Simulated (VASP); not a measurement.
# Ti in VASP: further runs

Ti is run at these levels: PBEsol; tasks: single point.

All numbers are computed with VASP 6.6.1; they aren't measurements. Logs are shortened: lines on timing, memory, paths and dates and some standing lists are left out, and cuts for length are marked.

### 1 The cell of the first run

It takes space group I4/mmm (No. 139, tetragonal). The conventional cell has a = 2.943 Å, b = 2.943 Å, c = 4.060 Å, α = 90.00°, β = 90.00°, γ = 90.00°. Ti (site symmetry 4/mmm) has 12 Ti at 2.91 to 2.94 Å within 3.8 Å.

### 2 Single point, PBEsol (strain +0.025 along x and y, +0.000 along z)

The input, INCAR:

```
PREC = Accurate
ENCUT = 520
EDIFF = 1E-6
ISMEAR = 0
SIGMA = 0.15
LREAL = False
LASPH = True
NELM = 80
ALGO = Fast
ISIF = 2
LWAVE = False
LCHARG = False
GGA = PS
NBANDS = 12
```

The input, KPOINTS:

```
Automatic mesh
0
Gamma
  20 20 20
```

The input, POSCAR:

```
Ti
1.0
    0.0000000000      2.0807500000      2.0300000000
    2.0807500000      0.0000000000      2.0300000000
    2.0807500000      2.0807500000      0.0000000000
Ti
1
Direct
    0.0000000000      0.0000000000      0.0000000000
```

Potentials or basis: VASP PAW PBE potentials, release 64 (Ti_sv).

The run is started by

```
> cat potpaw_PBE.64/Ti_sv/POTCAR > POTCAR
> mpirun -np 1 vasp_std > vasp.out
```

OUTCAR:

```text
PREC = Accurate
   ENCUT = 520
   EDIFF = 1E-6
   ISMEAR = 0
   LREAL = False
   LASPH = True
   NELM = 80
   ISIF = 2
   GGA = PS

 ion  position               nearest neighbor table
   1  0.000  0.000  0.000-

  LATTYP: Found a body centered tetragonal cell.
 ALAT       =     2.9426248699
 C/A-ratio  =     1.3797205487

  Lattice vectors:

 A1 = (   0.0000000000,  -2.0807500000,  -2.0300000000)
 A2 = (   0.0000000000,   2.0807500000,  -2.0300000000)
 A3 = (   2.0807500000,   0.0000000000,   2.0300000000)

Analysis of symmetry for initial positions (statically):
=====================================================================
 Subroutine PRICEL returns:
 Original cell was already a primitive cell.

 Routine SETGRP: Setting up the symmetry group for a
 body centered tetragonal supercell.

 Subroutine GETGRP returns: Found 16 space group operations
 (whereof 16 operations were pure point group operations)
 out of a pool of 16 trial point group operations.

The static configuration has the point symmetry D_4h.

Analysis of symmetry for dynamics (positions and initial velocities):
=====================================================================
 Subroutine PRICEL returns:
 Original cell was already a primitive cell.

 Routine SETGRP: Setting up the symmetry group for a
 body centered tetragonal supercell.

 Subroutine GETGRP returns: Found 16 space group operations
 (whereof 16 operations were pure point group operations)
 out of a pool of 16 trial point group operations.

The dynamic configuration has the point symmetry D_4h.

 Subroutine INISYM returns: Found 16 space group operations
 (whereof 16 operations are pure point group operations),
 and found     1 'primitive' translations

----------------------------------------------------------------------------------------

                                     Primitive cell

  volume of cell :      17.5779

  direct lattice vectors                    reciprocal lattice vectors
     0.000000000  2.080750000  2.030000000    -0.240297969  0.240297969  0.246305419
     2.080750000  0.000000000  2.030000000     0.240297969 -0.240297969  0.246305419
     2.080750000  2.080750000  0.000000000     0.240297969  0.240297969 -0.246305419

  length of vectors
     2.906960709  2.906960709  2.942624870     0.419705358  0.419705358  0.419705358

  position of ions in fractional coordinates (direct lattice)
     0.000000000  0.000000000  0.000000000

  ion indices of the primitive-cell ions
   primitive index   ion index
                 1           1

----------------------------------------------------------------------------------------

 KPOINTS: Automatic mesh

Automatic generation of k-mesh.
 Grid dimensions read from file:
 generate k-points for:   20   20   20

 Generating k-lattice:

  Cartesian coordinates                     Fractional coordinates (reciprocal lattice)
    -0.012014898  0.012014898  0.012315271     0.050000000  0.000000000  0.000000000
     0.012014898 -0.012014898  0.012315271     0.000000000  0.050000000  0.000000000
     0.012014898  0.012014898 -0.012315271    -0.000000000 -0.000000000  0.050000000

  Length of vectors
     0.020985268  0.020985268  0.020985268

  Shift w.r.t. Gamma in fractional coordinates (k-lattice)
     0.000000000  0.000000000  0.000000000

 Subroutine IBZKPT returns following result:
 ===========================================

 Found    641 irreducible k-points:

 Following reciprocal coordinates:
            Coordinates               Weight
  0.000000  0.000000  0.000000      1.000000
  0.050000  0.000000  0.000000      8.000000
  0.100000 -0.000000  0.000000      8.000000
  0.150000  0.000000  0.000000      8.000000
  0.200000 -0.000000  0.000000      8.000000
  0.250000 -0.000000  0.000000      8.000000
[... 16 lines left out ...]
 -0.400000  0.050000  0.000000      8.000000
 -0.350000  0.050000  0.000000      8.000000
 [... further k-points ...]
   k-points           NKPTS =    641   k-points in BZ     NKDIM =    641   number of bands    NBANDS=     12
   number of dos      NEDOS =    301   number of ions     NIONS =      1
   total plane-waves  NPLWV =  13824
   dimension x,y,z NGX =    24 NGY =   24 NGZ =   24
   dimension x,y,z NGXF=    48 NGYF=   48 NGZF=   48
   ions per type =               1
   NGX,Y,Z   is equivalent  to a cutoff of  13.73, 13.73, 13.56 a.u.
   NGXF,Y,Z  is equivalent  to a cutoff of  27.45, 27.45, 27.12 a.u.
 SYSTEM =  unknown system
   PREC   = accura    normal or accurate (medium, high low for compatibility)
   ISTART =      0    job   : 0-new  1-cont  2-samecut
   ICHARG =      2    charge: 1-file 2-atom 10-const
   ISPIN  =      1    spin polarized calculation?
   LNONCOLLINEAR =      F non collinear calculations
   LSORBIT =      F    spin-orbit coupling
   LASPH  =      T    aspherical Exc in radial PAW
   ENCUT  =  520.0 eV  38.22 Ry    6.18 a.u.   5.41  5.41  5.47*2*pi/ulx,y,z
   NELM   =     80;   NELMIN=  2; NELMDL= -5     # of ELM steps
   EDIFF  = 0.1E-05   stopping-criterion for ELM
   LREAL  =      F    real-space projection
   EDIFFG = 0.1E-04   stopping-criterion for IOM
   NSW    =      0    number of steps for IOM
   IBRION =     -1    ionic relax: 0-MD 1-quasi-New 2-CG
   NFREE  =      0    steps in history (QN), initial steepest desc. (CG)
   ISIF   =      2    stress and relaxation
   ISYM   =      2    0-nonsym 1-usesym 2-fastsym
   POTIM  = 0.5000    time-step for ionic-motion
   TEBEG  =    0.0;   TEEND  =   0.0 temperature during run
   PSTRESS=    0.0 pullay stress
   NELECT =      12.0000    total number of electrons
   NUPDOWN=      -1.0000    fix difference up-down
   EMIN   =  10.00;   EMAX   =-10.00  energy-range for DOS
   EFERMI =   0.00;   METHOD = LEGACY
   ISMEAR =     0;   SIGMA  =   0.15  broadening in eV -4-tet -1-fermi 0-gaus
   EFERMI_NEDOS =   21; number of points for ismear=-14 and -15
   IALGO  =     68    algorithm
   IMIX   =      4    mixing-type and parameters
     AMIX     =   0.40;   BMIX     =  1.00
     AMIX_MAG =   1.60;   BMIX_MAG =  1.00
  volume/ion in A,a.u.               =      17.58       118.62
  Fermi-wavevector in a.u.,A,eV,Ry     =   1.441496  2.724032 28.271673  2.077909
  Thomas-Fermi vector in A             =   2.560121
   LORBIT       =      0    0 simple, 1 ext, 2 COOP (PROOUT), +10 PAW based schemes
   GGA     = PS    functional components
   LHFCALC =     F    Hartree Fock is set to
   AEXX    =    0.0000 exact exchange contribution
   IVDW    =     0    specifies the selected vdW correction
   LEPSILON=     F    determine dielectric tensor
   LRPA    =     F    only Hartree local field effects (RPA)
 non-spin polarized calculation
 RMM-DIIS sequential band-by-band and
 Gauss-broadening in eV      SIGMA  =   0.15
  energy-cutoff  :      520.00
  volume of cell :       17.58
 maximum number of plane-waves:       502
 NGX is ok and might be reduce to    24
   NGX = 11   NGY = 11   NGZ = 11

 number of electron      11.9999999 magnetization

 Free energy of the ion-electron system (eV)
  ---------------------------------------------------
  ext. energy  EPLUGINS =         0.00000000
  ---------------------------------------------------
  free energy    TOTEN  =        -8.27536587 eV

  energy without entropy =       -8.25523356  energy(sigma->0) =       -8.26529972

 E-fermi :   7.9666     XC(G=0): -11.5790

 val. band max:        7.9662312003   @ k =  -0.2500   0.0000   0.0500
 cond. band min:       7.9667992165   @ k =  -0.3500   0.1000   0.0500
 fundamental gap:      0.0005680162
 Fermi energy:         7.9665639118

 k-point     1 :       0.0000    0.0000    0.0000
  band No.  band energies     occupation
      1     -48.5327      2.00000
      2     -24.5012      2.00000
      3     -24.5012      2.00000
      4     -24.4970      2.00000
      5       1.8995      2.00000
      6       8.7759      0.00000
      7       8.7759      0.00000
      8       8.9642      0.00000
      9      10.3199      0.00000
     10      10.5367      0.00000
     11      23.1800      0.00000
     12      27.3553      0.00000

 k-point     2 :       0.0500    0.0000    0.0000
  band No.  band energies     occupation
      1     -48.5299      2.00000
      2     -24.5164      2.00000
      3     -24.5035      2.00000
      4     -24.5000      2.00000
      5       1.9799      2.00000
      6       8.7487      0.00000
      7       8.8051      0.00000
      8       8.9710      0.00000
      9      10.3030      0.00000
     10      10.5155      0.00000
     11      23.2453      0.00000
     12      26.8043      0.00000

 k-point     3 :       0.1000   -0.0000    0.0000
  band No.  band energies     occupation
      1     -48.5215      2.00000
      2     -24.5641      2.00000
      3     -24.5103      2.00000
      4     -24.5054      2.00000
      5       2.2169      2.00000
      6       8.6349      0.00000
      7       8.8823      0.00000
      8       9.0260      0.00000
      9      10.2649      0.00000
     10      10.4626      0.00000
     11      23.3728      0.00000
     12      25.5504      0.00000

 k-point     4 :       0.1500    0.0000    0.0000
  band No.  band energies     occupation
      1     -48.5085      2.00000
      2     -24.6380      2.00000
      3     -24.5208      2.00000
      4     -24.5136      2.00000
      5       2.5969      2.00000
      6       8.4468      0.00001
      7       8.9733      0.00000
      8       9.1178      0.00000
      9      10.2450      0.00000
     10      10.4126      0.00000
     11      23.1923      0.00000
     12      24.4710      0.00000

 k-point     5 :       0.2000   -0.0000    0.0000
  band No.  band energies     occupation
      1     -48.4921      2.00000
      2     -24.7303      2.00000
      3     -24.5341      2.00000
      4     -24.5238      2.00000
      5       3.0956      2.00000
      6       8.2346      0.01150
      7       9.0222      0.00000
      8       9.1863      0.00000
      9      10.3039      0.00000
     10      10.4224      0.00000
     11      22.1285      0.00000
     12      24.1375      0.00000
[... 228 lines left out ...]
      1     -48.4129      2.00000
      2     -25.1449      2.00000
      3     -24.5996      2.00000
      4     -24.5817      2.00000
      5       5.4581      2.00000
      6       8.3876      0.00007
      7       8.6636      0.00000
      8       8.8539      0.00000
      9      11.5476      0.00000
     10      11.5741      0.00000
     11      16.0346      0.00000
     12      22.4693      0.00000

 k-point    22 :      -0.4500    0.0500    0.0000
  band No.  band energies     occupation
      1     -48.4141      2.00000
      2     -25.1386      2.00000
      3     -24.5960      2.00000
      4     -24.5842      2.00000
      5       5.4374      2.00000
      6       8.3590      0.00022
      7       8.6663      0.00000
      8       8.8558      0.00000
      9      11.4618      0.00000
     10      11.6025      0.00000
     11      16.1467      0.00000
     12      22.5004      0.00000

 k-point    23 :      -0.4000    0.0500    0.0000
  band No.  band energies     occupation
      1     -48.4209      2.00000
      2     -25.1028      2.00000
      3     -24.5879      2.00000
      4     -24.5828      2.00000
      5       5.2928      2.00000
      6       8.1911      0.03429
      7       8.7135      0.00000
      8       8.8572      0.00000
      9      11.2584      0.00000
     10      11.5009      0.00000
     11      16.7939      0.00000
     12      22.6823      0.00000

 k-point    24 :      -0.3500    0.0500    0.0000
  band No.  band energies     occupation
      1     -48.4328      2.00000
      2     -25.0407      2.00000
      3     -24.5777      2.00000
      4     -24.5764      2.00000
      5       4.9826      2.00000
      6       7.9957      0.78342
      7       8.7997      0.00000
      8       8.9168      0.00000
      9      10.9722      0.00000
     10      11.3085      0.00000
     11      17.8105      0.00000
     12      22.9924      0.00000

 [... further k-points ...]

------------------------ aborting loop because EDIFF is reached ----------------------------------------

  FORCE on cell =-STRESS in cart. coord.  units (eV):
  Direction    XX          YY          ZZ          XY          YZ          ZX
  --------------------------------------------------------------------------------------
  -------------------------------------------------------------------------------------
  Total       -0.6507285     -0.6507285     -0.5572249      0.0000000      0.0000000     -0.0000000
  in kB      -59.3122779    -59.3122779    -50.7896543      0.0000000      0.0000000     -0.0000000
  external PRESSURE =     -56.4714034 kB  Pullay stress =       0.0000000 kB

 VOLUME and BASIS-vectors are now :
 -----------------------------------------------------------------------------
  energy-cutoff  :      520.00
  volume of cell :       17.58
      direct lattice vectors                 reciprocal lattice vectors
     0.000000000  2.080750000  2.030000000    -0.240297969  0.240297969  0.246305419
     2.080750000  0.000000000  2.030000000     0.240297969 -0.240297969  0.246305419
     2.080750000  2.080750000  0.000000000     0.240297969  0.240297969 -0.246305419

 POSITION                                       TOTAL-FORCE (eV/Angst)
 -----------------------------------------------------------------------------------
      0.00000      0.00000      0.00000         0.000000      0.000000      0.000000
 -----------------------------------------------------------------------------------
    total drift:                               -0.000000      0.000000      0.000000

  FREE ENERGIE OF THE ION-ELECTRON SYSTEM (eV)
  ---------------------------------------------------
  free  energy   TOTEN  =        -8.2753658731 eV

  energy  without entropy=       -8.2552335627  energy(sigma->0) =       -8.26529972
```

It took 4.3 min on 1 thread of AMD EPYC 7R43 (Zen 3), shared host; peak memory 0.21 GiB.

What came out:

```yaml
Free_energy: -8.2754 eV
Pressure: -5.6 GPa
Band_gap_on_the_k_mesh: zero (band 6 reaches 8.82 eV, above the bottom of band 7 at 7.56 eV)
```

Caveat: the cell differs from its parent crystal (strain +0.025 along x and y, +0.000 along z); the PAW data sets were made with another functional, which shifts forces and pressure a little.

### 3 Single point, PBEsol (strain -0.050 along x and y, -0.050 along z)

The input, INCAR:

```
SYSTEM = Ti
ALGO = Fast
EDIFF = 1E-7
ENCUT = 520
GGA = PS
ISIF = 2
ISMEAR = 0
LASPH = .TRUE.
LCHARG = .FALSE.
LREAL = .FALSE.
LWAVE = .FALSE.
NBANDS = 12
NELM = 100
PREC = Accurate
SIGMA = 0.15
```

The input, KPOINTS:

```
k-points
0
G
  20 20 20
  0 0 0
```

The input, POSCAR:

```
Ti
1.0
    0.0000000000      1.9285000000      1.9285000000
    1.9285000000      0.0000000000      1.9285000000
    1.9285000000      1.9285000000      0.0000000000
Ti
1
Direct
    0.0000000000      0.0000000000      0.0000000000
```

Potentials or basis: VASP PAW PBE potentials, release 64 (Ti_sv).

The run is started by

```
> cat potpaw_PBE.64/Ti_sv/POTCAR > POTCAR
> mpirun -np 1 vasp_std > vasp.out
```

Run time: 96 s. Hardware: 1 thread of Intel Xeon Platinum 8375C at 2.90GHz (Ice Lake), shared host; peak memory 0.15 GiB.

It converged, with:

| Item | Value |
| --- | --- |
| Free energy | -8.1521 eV |
| Pressure | 21.6 GPa |
| Band gap on the k mesh | zero (band 6 reaches 11.24 eV, above the bottom of band 7 at 9.83 eV) |

Levels at points of the mesh, in eV from the Fermi level:
```
           k point  band 2  band 3  band 4  band 5  band 6  band 7  band 8  band 9  band 10  band 11
(0.00, 0.00, 0.00)  -31.85  -31.85  -31.85   -6.49    0.97    0.97    0.97    3.07     3.07    16.33
(0.50, 0.00, 0.00)  -33.09  -32.00  -32.00   -3.07    0.79    0.79    1.27    4.49     4.49    10.40
(0.50, 0.50, 0.00)  -33.00  -32.27  -32.27   -3.34   -2.32    3.90    4.47    4.87     4.87    13.69
```

Caveat: the cell differs from its parent crystal (strain -0.050 along x and y, -0.050 along z); the PAW data sets were made with another functional, which shifts forces and pressure a little.

### 4 Single point, PBEsol (strain -0.025 along x and y, -0.025 along z)

The input, INCAR:

```
SYSTEM = Ti
PREC = Accurate
ENCUT = 520
EDIFF = 1E-6
ISMEAR = 0
SIGMA = 0.15
LREAL = .FALSE.
LASPH = .TRUE.
NELM = 60
ALGO = Normal
ISIF = 2
LWAVE = .FALSE.
LCHARG = .FALSE.
GGA = PS
NBANDS = 12
```

The input, KPOINTS:

```
regular mesh
0
G
  20 20 20
  0 0 0
```

The input, POSCAR:

```
Ti
1.0
    0.0000000000      1.9792500000      1.9792500000
    1.9792500000      0.0000000000      1.9792500000
    1.9792500000      1.9792500000      0.0000000000
Ti
1
Direct
    0.0000000000      0.0000000000      0.0000000000
```

The run is started by

```
> cat potpaw_PBE.64/Ti_sv/POTCAR > POTCAR
> mpirun -np 1 vasp_std > vasp.out
```

Wall time 49 s (1 thread of Intel Xeon Platinum 8375C at 2.90GHz (Ice Lake), shared host); peak memory 0.17 GiB.

Results (log left out):

- Free energy: -8.2617 eV
- Pressure: 9.1 GPa
- Band gap on the k mesh: zero (band 6 reaches 10.29 eV, above the bottom of band 7 at 8.93 eV)

Levels at points of the mesh, in eV from the Fermi level:
| k point | band 3 | band 4 | band 5 | band 6 | band 7 | band 8 | band 9 | band 10 |
| --- | --- | --- | --- | --- | --- | --- | --- | --- |
| (0.00, 0.00, 0.00) | -32.09 | -32.09 | -6.35 | 0.94 | 0.94 | 0.94 | 2.83 | 2.83 |
| (0.50, 0.00, 0.00) | -32.21 | -32.21 | -2.87 | 0.78 | 0.78 | 0.97 | 4.11 | 4.11 |
| (0.50, 0.50, 0.00) | -32.43 | -32.43 | -3.01 | -2.05 | 3.41 | 4.09 | 4.45 | 4.45 |

Caveat: the cell differs from its parent crystal (strain -0.025 along x and y, -0.025 along z); the PAW data sets were made with another functional, which shifts forces and pressure a little.

### 5 Single point, PBEsol (strain +0.025 along x and y, +0.025 along z)

The input, INCAR:

```
PREC     = Accurate       # precision mode
ENCUT    = 520            # plane-wave cutoff, eV
EDIFF    = 1E-6           # SCF threshold, eV
ISMEAR   = 0              # smearing method
SIGMA    = 0.15           # smearing width, eV
LREAL    = False          # projectors in reciprocal space
LASPH    = True           # aspherical terms in the spheres
NELM     = 100            # most SCF steps
ALGO     = Fast           # electronic algorithm
ISIF     = 2              # what is computed and relaxed
LWAVE    = False          # write WAVECAR
LCHARG   = True           # write CHGCAR
GGA      = PS             # functional
LELF     = True           # ELF
LVHAR    = True         
NBANDS   = 12             # bands
```

The input, KPOINTS:

```
regular mesh
0
Gamma
  20 20 20
```

The input, POSCAR:

```
Ti
1.0
    0.0000000000      2.0807500000      2.0807500000
    2.0807500000      0.0000000000      2.0807500000
    2.0807500000      2.0807500000      0.0000000000
Ti
1
Direct
    0.0000000000      0.0000000000      0.0000000000
```

The run is started by

```
> cat potpaw_PBE.64/Ti_sv/POTCAR > POTCAR
> mpirun -np 1 vasp_std > vasp.out
```

Wall time 94 s (1 thread of Intel Xeon Platinum 8375C at 2.90GHz (Ice Lake), shared host); peak memory 0.17 GiB.

Results (log left out):

| Item | Value |
| --- | --- |
| Free energy | -8.2578 eV |
| Pressure | -7.8 GPa |
| Band gap on the k mesh | zero (band 6 reaches 8.56 eV, above the bottom of band 7 at 7.35 eV) |

Levels at points of the mesh, in eV from the Fermi level:
```tsv
k point	band 4	band 5	band 6	band 7	band 8	band 9
(0.00, 0.00, 0.00)	-32.54	-6.01	0.85	0.85	0.85	2.39
(0.50, 0.00, 0.00)	-32.62	-2.51	0.56	0.74	0.74	3.42
(0.50, 0.50, 0.00)	-32.75	-2.46	-1.61	2.68	3.41	3.69
```

Caveat: the cell differs from its parent crystal (strain +0.025 along x and y, +0.025 along z); the PAW data sets were made with another functional, which shifts forces and pressure a little.

### 6 Overview

| cell | gap on the mesh (eV) | pressure (GPa) |
| --- | --- | --- |
| a = 2.907, b = 2.907, c = 2.943 Å, angles 59.6, 59.6, 60.8°, 1 atom | none | -5.6 |
| a = 2.727 Å, angles 60.0°, 1 atom | none | 21.6 |
| a = 2.799 Å, angles 60.0°, 1 atom | none | 9.1 |
| a = 2.943 Å, angles 60.0°, 1 atom | none | -7.8 |

Alike in all rows: task single point; level PBEsol; potentials or basis VASP PAW PBE potentials, release 64 (Ti_sv); no spin polarisation; k mesh 20 × 20 × 20; cutoff (eV) 520; smearing gaussian 0.15 eV.

Caveats: the PAW data sets were made with another functional, which shifts forces and pressure a little.

Absolute energies hang on the potentials; compare differences alone.
